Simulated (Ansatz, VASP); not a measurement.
One calculation of InP, two programs

```
CELL_PARAMETERS angstrom
0.00000 2.93050 2.93050
2.93050 0.00000 2.93050
2.93050 2.93050 0.00000
ATOMIC_POSITIONS crystal
In 0.00000 0.00000 0.00000
P 0.75000 0.75000 0.75000
```

Alike in both runs: task relaxation of cell and atoms; functional PBEsol; dispersion D4; k mesh 8 × 8 × 8; occupations fermi-dirac, width 0.05 eV; no spin polarisation.

|  | VASP | Ansatz |
| --- | --- | --- |
| version | VASP 6.6.1 | Ansatz 0.2.0 |
| potentials or method | VASP PAW PBE potentials, release 64 (In_d, P), cutoff 600 eV | all-electron LAPW, scalar-relativistic |

VASP gave:

| Property | Result |
| --- | --- |
| relaxed volume (Å³/atom) | 24.95 |
| relaxed cell length with the largest relative difference (Å) | 4.133 |

Question: Which values does Ansatz return?

Answer: Relaxed volume (Å³/atom): 24.95; relaxed cell length with the largest relative difference (Å): 4.132.

VASP's potentials were made for PBE, not for PBEsol. Ansatz ran all-electron here, and VASP with PAW potentials.
